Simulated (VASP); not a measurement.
# Rb2As6Au (Fm-3m) in VASP: notebook

Runs on Rb2As6Au. Level: PBEsol. Tasks: single point, relaxation of cell and atoms.

All numbers are computed with VASP 6.6.1; they aren't measurements. Logs are shortened: lines on timing, memory, paths and dates and some standing lists are left out, and cuts for length are marked.

### 1 The cell of the first run

The structure is cubic, space group Fm-3m (No. 225). Conventional cell: a = 9.521 Å, b = 9.521 Å, c = 9.521 Å, α = 90.00°, β = 90.00°, γ = 90.00°. Within 3.7 Å of Au (site symmetry m-3m) lie 6 As at 2.80 Å. Rb (site symmetry -43m) has 12 As at 3.39 Å and 4 Au at 4.12 Å within 4.5 Å. Within 3.7 Å of As (site symmetry 4mm) lie 4 As at 2.78 Å and 1 Au at 2.80 Å and 4 Rb at 3.39 Å.

### 2 Single point, PBEsol

Input file INCAR:

```
SYSTEM = Rb2As6Au
PREC = Accurate
ENCUT = 520
EDIFF = 1E-6
ISMEAR = 0
SIGMA = 0.1261
LREAL = .False.
LASPH = .True.
NELM = 60
ALGO = Normal
ISIF = 2
LWAVE = .False.
LCHARG = .False.
GGA = PS
NBANDS = 40
```

Input file KPOINTS:

```
regular mesh
0
Gamma
  6 6 6
  0 0 0
```

Input file POSCAR:

```
Rb2As6Au
1.0
    0.0000000000      4.7606692220      4.7606692220
    4.7606692220      0.0000000000      4.7606692220
    4.7606692220      4.7606692220      0.0000000000
Au Rb As
1 2 6
Direct
    0.0000000000      0.0000000000      0.0000000000
    0.2500000000      0.2500000000      0.2500000000
    0.7500000000      0.7500000000      0.7500000000
    0.7063464890      0.2936535110      0.2936535110
    0.2936535110      0.7063464890      0.2936535110
    0.2936535110      0.7063464890      0.7063464890
    0.7063464890      0.2936535110      0.7063464890
    0.2936535110      0.2936535110      0.7063464890
    0.7063464890      0.7063464890      0.2936535110
```

Potentials or basis: VASP PAW PBE potentials, release 64 (Au, Rb_sv, As).

The run is started by

```
cat potpaw_PBE.64/Au/POTCAR potpaw_PBE.64/Rb_sv/POTCAR potpaw_PBE.64/As/POTCAR > POTCAR
mpirun -np 1 vasp_std > vasp.out
```

OUTCAR:

```text
SYSTEM = Rb2As6Au
   PREC = Accurate
   ENCUT = 520
   EDIFF = 1E-6
   ISMEAR = 0
   LREAL = .False.
   LASPH = .True.
   NELM = 60
   ISIF = 2
   GGA = PS

 ion  position               nearest neighbor table
   1  0.000  0.000  0.000-   4 2.80   5 2.80   6 2.80   7 2.80   8 2.80   9 2.80   3 4.12   3 4.12
                             2 4.12   3 4.12   3 4.12   2 4.12   2 4.12   2 4.12
   2  0.250  0.250  0.250-   8 3.39   5 3.39   4 3.39   6 3.39   7 3.39   6 3.39   9 3.39   7 3.39
                             9 3.39   4 3.39   8 3.39   5 3.39   1 4.12   1 4.12   1 4.12   1 4.12
   3  0.750  0.750  0.750-   9 3.39   7 3.39   6 3.39   8 3.39   4 3.39   5 3.39   5 3.39   8 3.39
                             4 3.39   7 3.39   6 3.39   9 3.39   1 4.12   1 4.12   1 4.12   1 4.12
   4  0.706  0.294  0.294-   5 2.78   7 2.78   8 2.78   9 2.78   1 2.80   2 3.39   3 3.39   3 3.39
                             2 3.39
   5  0.294  0.706  0.294-   4 2.78   6 2.78   8 2.78   9 2.78   1 2.80   2 3.39   3 3.39   3 3.39
                             2 3.39
   6  0.294  0.706  0.706-   5 2.78   7 2.78   8 2.78   9 2.78   1 2.80   3 3.39   2 3.39   2 3.39
                             3 3.39
   7  0.706  0.294  0.706-   4 2.78   6 2.78   8 2.78   9 2.78   1 2.80   3 3.39   2 3.39   2 3.39
                             3 3.39
   8  0.294  0.294  0.706-   4 2.78   5 2.78   6 2.78   7 2.78   1 2.80   2 3.39   3 3.39   3 3.39
                             2 3.39
   9  0.706  0.706  0.294-   4 2.78   5 2.78   6 2.78   7 2.78   1 2.80   3 3.39   2 3.39   2 3.39
                             3 3.39

  LATTYP: Found a face centered cubic cell.
 ALAT       =     9.5213384440

  Lattice vectors:

 A1 = (   0.0000000000,   4.7606692220,   4.7606692220)
 A2 = (   4.7606692220,   0.0000000000,   4.7606692220)
 A3 = (   4.7606692220,   4.7606692220,   0.0000000000)

Analysis of symmetry for initial positions (statically):
=====================================================================
 Subroutine PRICEL returns:
 Original cell was already a primitive cell.

 Routine SETGRP: Setting up the symmetry group for a
 face centered cubic supercell.

 Subroutine GETGRP returns: Found 48 space group operations
 (whereof 48 operations were pure point group operations)
 out of a pool of 48 trial point group operations.

The static configuration has the point symmetry O_h .

Analysis of symmetry for dynamics (positions and initial velocities):
=====================================================================
 Subroutine PRICEL returns:
 Original cell was already a primitive cell.

 Routine SETGRP: Setting up the symmetry group for a
 face centered cubic supercell.

 Subroutine GETGRP returns: Found 48 space group operations
 (whereof 48 operations were pure point group operations)
 out of a pool of 48 trial point group operations.

The dynamic configuration has the point symmetry O_h .

 Subroutine INISYM returns: Found 48 space group operations
 (whereof 48 operations are pure point group operations),
 and found     1 'primitive' translations

----------------------------------------------------------------------------------------

                                     Primitive cell

  volume of cell :     215.7913

  direct lattice vectors                    reciprocal lattice vectors
     0.000000000  4.760669222  4.760669222    -0.105027251  0.105027251  0.105027251
     4.760669222  0.000000000  4.760669222     0.105027251 -0.105027251  0.105027251
     4.760669222  4.760669222  0.000000000     0.105027251  0.105027251 -0.105027251

  length of vectors
     6.732602980  6.732602980  6.732602980     0.181912534  0.181912534  0.181912534

  position of ions in fractional coordinates (direct lattice)
     0.000000000  0.000000000  0.000000000
     0.250000000  0.250000000  0.250000000
     0.750000000  0.750000000  0.750000000
     0.706346489  0.293653511  0.293653511
     0.293653511  0.706346489  0.293653511
     0.293653511  0.706346489  0.706346489
     0.706346489  0.293653511  0.706346489
     0.293653511  0.293653511  0.706346489
     0.706346489  0.706346489  0.293653511

  ion indices of the primitive-cell ions
   primitive index   ion index
                 1           1
                 2           2
                 3           3
                 4           4
                 5           5
                 6           6
                 7           7
                 8           8
                 9           9

----------------------------------------------------------------------------------------

 KPOINTS: regular mesh

Automatic generation of k-mesh.
 Grid dimensions read from file:
 generate k-points for:    6    6    6

 Generating k-lattice:

  Cartesian coordinates                     Fractional coordinates (reciprocal lattice)
    -0.017504542  0.017504542  0.017504542     0.166666667  0.000000000  0.000000000
     0.017504542 -0.017504542  0.017504542     0.000000000  0.166666667  0.000000000
     0.017504542  0.017504542 -0.017504542     0.000000000  0.000000000  0.166666667

  Length of vectors
     0.030318756  0.030318756  0.030318756

  Shift w.r.t. Gamma in fractional coordinates (k-lattice)
     0.000000000  0.000000000  0.000000000

 Subroutine IBZKPT returns following result:
 ===========================================

 Found     16 irreducible k-points:

 Following reciprocal coordinates:
            Coordinates               Weight
  0.000000  0.000000  0.000000      1.000000
  0.166667  0.000000  0.000000      8.000000
  0.333333  0.000000  0.000000      8.000000
  0.500000  0.000000  0.000000      4.000000
  0.166667  0.166667  0.000000      6.000000
  0.333333  0.166667  0.000000     24.000000
[... 8 lines left out ...]
 -0.333333  0.333333  0.166667     24.000000
 -0.333333  0.500000  0.166667     12.000000
   k-points           NKPTS =     16   k-points in BZ     NKDIM =     16   number of bands    NBANDS=     40
   number of dos      NEDOS =    301   number of ions     NIONS =      9
   total plane-waves  NPLWV = 125000
   dimension x,y,z NGX =    50 NGY =   50 NGZ =   50
   dimension x,y,z NGXF=   100 NGYF=  100 NGZF=  100
   ions per type =               1   2   6
   NGX,Y,Z   is equivalent  to a cutoff of  12.35, 12.35, 12.35 a.u.
   NGXF,Y,Z  is equivalent  to a cutoff of  24.69, 24.69, 24.69 a.u.
 SYSTEM =  Rb2As6Au
   PREC   = accura    normal or accurate (medium, high low for compatibility)
   ISTART =      0    job   : 0-new  1-cont  2-samecut
   ICHARG =      2    charge: 1-file 2-atom 10-const
   ISPIN  =      1    spin polarized calculation?
   LNONCOLLINEAR =      F non collinear calculations
   LSORBIT =      F    spin-orbit coupling
   LASPH  =      T    aspherical Exc in radial PAW
   ENCUT  =  520.0 eV  38.22 Ry    6.18 a.u.  12.52 12.52 12.52*2*pi/ulx,y,z
   NELM   =     60;   NELMIN=  2; NELMDL= -5     # of ELM steps
   EDIFF  = 0.1E-05   stopping-criterion for ELM
   LREAL  =      F    real-space projection
   EDIFFG = 0.1E-04   stopping-criterion for IOM
   NSW    =      0    number of steps for IOM
   IBRION =     -1    ionic relax: 0-MD 1-quasi-New 2-CG
   NFREE  =      0    steps in history (QN), initial steepest desc. (CG)
   ISIF   =      2    stress and relaxation
   ISYM   =      2    0-nonsym 1-usesym 2-fastsym
   POTIM  = 0.5000    time-step for ionic-motion
   TEBEG  =    0.0;   TEEND  =   0.0 temperature during run
   PSTRESS=    0.0 pullay stress
   NELECT =      59.0000    total number of electrons
   NUPDOWN=      -1.0000    fix difference up-down
   EMIN   =  10.00;   EMAX   =-10.00  energy-range for DOS
   EFERMI =   0.00;   METHOD = LEGACY
   ISMEAR =     0;   SIGMA  =   0.13  broadening in eV -4-tet -1-fermi 0-gaus
   EFERMI_NEDOS =   21; number of points for ismear=-14 and -15
   IALGO  =     38    algorithm
   IMIX   =      4    mixing-type and parameters
     AMIX     =   0.40;   BMIX     =  1.00
     AMIX_MAG =   1.60;   BMIX_MAG =  1.00
  volume/ion in A,a.u.               =      23.98       161.80
  Fermi-wavevector in a.u.,A,eV,Ry     =   1.062545  2.007920 15.361015  1.129003
  Thomas-Fermi vector in A             =   2.198000
   LORBIT       =      0    0 simple, 1 ext, 2 COOP (PROOUT), +10 PAW based schemes
   GGA     = PS    functional components
   LHFCALC =     F    Hartree Fock is set to
   AEXX    =    0.0000 exact exchange contribution
   IVDW    =     0    specifies the selected vdW correction
   LEPSILON=     F    determine dielectric tensor
   LRPA    =     F    only Hartree local field effects (RPA)
 non-spin polarized calculation
 Gauss-broadening in eV      SIGMA  =   0.13
  energy-cutoff  :      520.00
  volume of cell :      215.79
 maximum number of plane-waves:      5846
   NGX = 25   NGY = 25   NGZ = 25

 number of electron      59.0000003 magnetization

 Free energy of the ion-electron system (eV)
  ---------------------------------------------------
  ext. energy  EPLUGINS =         0.00000000
  ---------------------------------------------------
  free energy    TOTEN  =       -35.74817573 eV

  energy without entropy =      -35.70225297  energy(sigma->0) =      -35.72521435

 E-fermi :   3.9829     XC(G=0):  -9.8796

 val. band max:        3.9696689658   @ k =  -0.1667   0.1667   0.0000
 cond. band min:       4.0413188805   @ k =   0.3333   0.1667   0.0000
 fundamental gap:      0.0716499147
 Fermi energy:         3.9829145494

 k-point     1 :       0.0000    0.0000    0.0000
  band No.  band energies     occupation
      1     -22.4597      2.00000
      2     -22.4428      2.00000
      3      -9.6391      2.00000
      4      -6.9840      2.00000
      5      -6.9840      2.00000
      6      -6.9840      2.00000
[... 32 lines left out ...]
     39       7.8602      0.00000
     40       8.0912      0.00000

 k-point     2 :       0.1667    0.0000    0.0000
  band No.  band energies     occupation
      1     -22.4585      2.00000
      2     -22.4438      2.00000
      3      -9.6299      2.00000
      4      -7.2840      2.00000
      5      -7.1245      2.00000
      6      -7.1245      2.00000
[... 595 lines left out ...]
  band No.  band energies     occupation
      1     -22.4521      2.00000
      2     -22.4493      2.00000
      3      -9.6122      2.00000
      4      -7.7613      2.00000
      5      -7.5296      2.00000
      6      -7.2414      2.00000
[... 32 lines left out ...]
     39       9.6570      0.00000
     40       9.8542      0.00000

------------------------ aborting loop because EDIFF is reached ----------------------------------------

  FORCE on cell =-STRESS in cart. coord.  units (eV):
  Direction    XX          YY          ZZ          XY          YZ          ZX
  --------------------------------------------------------------------------------------
  -------------------------------------------------------------------------------------
  Total        0.2135423      0.2135423      0.2135423      0.0000000     -0.0000000      0.0000000
  in kB        1.5854792      1.5854792      1.5854792      0.0000000     -0.0000000      0.0000000
  external PRESSURE =       1.5854792 kB  Pullay stress =       0.0000000 kB

 VOLUME and BASIS-vectors are now :
 -----------------------------------------------------------------------------
  energy-cutoff  :      520.00
  volume of cell :      215.79
      direct lattice vectors                 reciprocal lattice vectors
     0.000000000  4.760669222  4.760669222    -0.105027251  0.105027251  0.105027251
     4.760669222  0.000000000  4.760669222     0.105027251 -0.105027251  0.105027251
     4.760669222  4.760669222  0.000000000     0.105027251  0.105027251 -0.105027251

 POSITION                                       TOTAL-FORCE (eV/Angst)
 -----------------------------------------------------------------------------------
      0.00000      0.00000      0.00000         0.000000      0.000000      0.000000
      2.38033      2.38033      2.38033         0.000000      0.000000      0.000000
      7.14100      7.14100      7.14100         0.000000      0.000000      0.000000
      2.79597      4.76067      4.76067        -0.032403      0.000000      0.000000
      4.76067      2.79597      4.76067         0.000000     -0.032403      0.000000
      6.72536      4.76067      4.76067         0.032403      0.000000      0.000000
      4.76067      6.72536      4.76067         0.000000      0.032403      0.000000
      4.76067      4.76067      2.79597         0.000000      0.000000     -0.032403
      4.76067      4.76067      6.72536         0.000000      0.000000      0.032403
 -----------------------------------------------------------------------------------
    total drift:                                0.000000      0.000000     -0.000000

  FREE ENERGIE OF THE ION-ELECTRON SYSTEM (eV)
  ---------------------------------------------------
  free  energy   TOTEN  =       -35.7481757252 eV

  energy  without entropy=      -35.7022529699  energy(sigma->0) =      -35.72521435
```

It took 2.1 min on 1 thread of Intel Xeon Platinum 8488C (Sapphire Rapids), shared host; peak memory 0.43 GiB.

What came out:

```yaml
Free_energy: -35.7482 eV
Pressure: 0.2 GPa
Largest_force: 0.032 eV/Å
Band_gap_on_the_k_mesh: zero (an odd number of electrons rules out a gap without spin polarisation)
```

Forces on the atoms (eV/Å):
```
Au   0.000  0.000  0.000
Rb   0.000  0.000  0.000
Rb   0.000  0.000  0.000
As  -0.032  0.000  0.000
As   0.000 -0.032  0.000
As   0.032  0.000  0.000
As   0.000  0.032  0.000
As   0.000  0.000 -0.032
As   0.000  0.000  0.032
```

Levels at points of the mesh, in eV from the Fermi level:
```csv
k point,band 27,band 28,band 29,band 30,band 31,band 32
"(0.00, 0.00, 0.00)",0.23,0.23,0.23,0.70,2.37,2.37
"(0.50, 0.00, 0.00)",-0.66,-0.66,-0.55,0.10,0.10,0.59
"(0.50, 0.50, 0.00)",-1.30,-1.14,-0.68,-0.47,-0.47,1.44
```

Caveat: the PAW data sets were made with another functional, which shifts forces and pressure a little; spin-orbit coupling is left out, which moves the levels of the heavy elements; an odd number of electrons without spin polarisation forces a metal; a magnetic or distorted state may lie lower.

### 3 Relaxation of cell and atoms, PBEsol

This run uses another cell than the first one, of 22.34 Å³/atom.

Input file INCAR:

```
PREC = Accurate
ENCUT = 600
EDIFF = 1E-7
ISMEAR = 0
SIGMA = 0.1261
LREAL = F
LASPH = T
NELM = 100
ALGO = Normal
ISIF = 3
LWAVE = F
LCHARG = F
GGA = PS
IBRION = 2
NSW = 80
EDIFFG = -0.01
```

Input file KPOINTS:

```
Automatic mesh
0
Gamma
  6 6 6
```

Input file POSCAR:

```
Rb2As6Au
1.0
    0.0000000000      4.6499750000      4.6499750000
    4.6499750000      0.0000000000      4.6499750000
    4.6499750000      4.6499750000      0.0000000000
Au Rb As
1 2 6
Direct
    0.0000000000      0.0000000000      0.0000000000
    0.2500000000      0.2500000000      0.2500000000
    0.7500000000      0.7500000000      0.7500000000
    0.7500000000      0.2500000000      0.2500000000
    0.2500000000      0.7500000000      0.2500000000
    0.2500000000      0.7500000000      0.7500000000
    0.7500000000      0.2500000000      0.7500000000
    0.2500000000      0.2500000000      0.7500000000
    0.7500000000      0.7500000000      0.2500000000
```

Potentials or basis: VASP PAW PBE potentials, release 64 (Au, Rb_sv, As).

The run is started by

```
cat potpaw_PBE.64/Au/POTCAR potpaw_PBE.64/Rb_sv/POTCAR potpaw_PBE.64/As/POTCAR > POTCAR
mpirun -np 1 vasp_std > vasp.out
```

Wall time 30 min (1 thread of Intel Xeon Platinum 8488C (Sapphire Rapids), shared host); peak memory 0.53 GiB.

The run converged. Its results:

```
Free energy                           : -35.7479 eV
Relaxed volume                        : 24.03 Å³/atom
Relaxed cell                          : a = 6.738 Å, b = 6.738 Å, c = 6.738 Å, α = 60.00°, β = 60.00°, γ = 60.00°
Space group after relaxing (to 0.1 Å) : Fm-3m (No. 225)
Energy gained by relaxing             : 486.9 meV/atom
Ionic steps                           : 15
Pressure after relaxing               : 0.0 GPa
Band gap on the k mesh                : zero (an odd number of electrons rules out a gap without spin polarisation)
```

The path:
```csv
step,energy change (eV),largest force (eV/Å),pressure (GPa),volume (Å³)
1,0.0000,3.8446,13.32,201.09
2,-2.1720,0.8309,-7.02,260.13
3,-2.5364,1.2340,-3.75,239.12
4,-3.3589,1.1998,-2.77,226.62
5,-3.7273,0.9119,8.92,191.75
6,-4.0890,0.8445,0.18,210.97
7,-4.1879,0.1497,3.99,200.33
8,-4.2158,0.4417,2.46,203.94
9,-4.3687,0.0638,1.05,211.90
10,-4.3704,0.1294,0.95,213.00
11,-4.3761,0.1089,-0.58,218.12
12,-4.3820,0.0146,0.04,215.96
13,-4.3820,0.0172,0.02,216.02
14,-4.3821,0.0119,0.00,216.16
15,-4.3821,0.0065,-0.01,216.31
```

Final structure:
```cif
data_structure
_symmetry_space_group_name_H-M 'P 1'
_symmetry_Int_Tables_number 1
_cell_length_a 6.7380
_cell_length_b 6.7380
_cell_length_c 6.7380
_cell_angle_alpha 60.000
_cell_angle_beta 60.000
_cell_angle_gamma 60.000
_cell_volume 216.31
loop_
_atom_site_label
_atom_site_type_symbol
_atom_site_fract_x
_atom_site_fract_y
_atom_site_fract_z
_atom_site_occupancy
Au1 Au 0.00000 0.00000 0.00000 1
Rb1 Rb 0.25000 0.25000 0.25000 1
Rb2 Rb 0.75000 0.75000 0.75000 1
As1 As 0.70665 0.29335 0.29335 1
As2 As 0.29335 0.70665 0.29335 1
As3 As 0.29335 0.70665 0.70665 1
As4 As 0.70665 0.29335 0.70665 1
As5 As 0.29335 0.29335 0.70665 1
As6 As 0.70665 0.70665 0.29335 1
```

Levels at points of the mesh, in eV from the Fermi level:
| k point | band 27 | band 28 | band 29 | band 30 | band 31 | band 32 |
| --- | --- | --- | --- | --- | --- | --- |
| (0.00, 0.00, 0.00) | 0.23 | 0.23 | 0.23 | 0.72 | 2.36 | 2.36 |
| (0.50, 0.00, 0.00) | -0.66 | -0.66 | -0.55 | 0.09 | 0.09 | 0.59 |
| (0.50, 0.50, 0.00) | -1.29 | -1.13 | -0.68 | -0.47 | -0.47 | 1.44 |

Caveat: the PAW data sets were made with another functional, which shifts forces and pressure a little; spin-orbit coupling is left out, which moves the levels of the heavy elements; an odd number of electrons without spin polarisation forces a metal; a magnetic or distorted state may lie lower.

The gap in the log of VASP goes by the Fermi energy; the results here count the filled bands.